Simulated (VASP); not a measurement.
A run of VASP 6.6.1 is set up as follows.

Contents of INCAR:

```
SYSTEM = Cd
  ALGO = Normal
  EDIFF = 1E-6
  ENCUT = 520
  GGA = PE
  ISIF = 2
  ISMEAR = -1
  LASPH = .True.
  LCHARG = .True.
  LELF = .True.
  LREAL = .False.
  LVHAR = .True.
  LWAVE = .False.
  NBANDS = 58
  NELM = 60
  PREC = Accurate
  SIGMA = 0.1
```

File KPOINTS:

```
k-points
0
Gamma
  6 6 6
  0 0 0
```

POSCAR

```
Cd
1.0
    5.7063361777      0.0000000000      0.0000000000
    0.0000000000      5.7063361777      0.0000000000
    0.0000000000      0.0000000000      5.7063361777
Cd
8
Direct
    1.0000000000      0.0000000000      1.0000000000
    0.5000000000      0.5000000000      0.5000000000
    0.2500000000      1.0000000000      0.5000000000
    0.7500000000      1.0000000000      0.5000000000
    0.5000000000      0.2500000000      0.0000000000
    0.5000000000      0.7500000000      1.0000000000
    0.0000000000      0.5000000000      0.2500000000
    0.0000000000      0.5000000000      0.7500000000
```

Potentials or basis: VASP PAW PBE potentials, release 64 (Cd).

Run with:

```console
$ cat potpaw_PBE.64/Cd/POTCAR > POTCAR
$ mpirun -np 1 vasp_std > vasp.out
```

Estimate the band gap on the k mesh.

zero (bands 48 and 49 overlap by 2.36 eV).

What does it give for the pressure?

0.2 GPa.
